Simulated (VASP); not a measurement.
HfO2:

```xyz
3
Lattice="3.6169 0.0000 0.0000 1.8084 3.1323 0.0000 1.8084 1.0441 2.9531" Properties=species:S:1:pos:R:3 pbc="T T T"
Hf    0.0000    0.0000    0.0000
O     1.8084    1.0441    0.7383
O     5.4253    3.1323    2.2149
```

```yaml
Program: VASP 6.6.1
Task: relaxation of cell and atoms
Functional: PBE
Dispersion: D3(BJ)
Potentials_or_basis: VASP PAW PBE potentials, release 64 (Hf_pv, O)
Cutoff: 600 eV
k_mesh: 6 × 6 × 6
Occupations: gaussian, width 0.01 eV
Spin: no spin polarisation
```

At the start: pressure -9.8 GPa; volume 11.15 Å³/atom.

Where does the relaxation end?

Over 3 steps the energy falls by 14.1 meV/atom and the volume is 10.71 Å³/atom (-4.0 %); space group Fm-3m (No. 225, to 0.05 Å).

Step by step:
```
step  energy change (eV)  largest force (eV/Å)  pressure (GPa)  volume (Å³)
   1              0.0000                0.0000           -9.76        33.46
   2              0.0527                0.0000           17.48        30.27
   3             -0.0424                0.0000           -0.12        32.13
```

Final structure:
```
CELL_PARAMETERS angstrom
3.56855 0.00000 0.00000
1.78427 3.09045 0.00000
1.78427 1.03015 2.91371
ATOMIC_POSITIONS crystal
Hf 0.00000 0.00000 0.00000
O 0.25000 0.25000 0.25000
O 0.75000 0.75000 0.75000
```
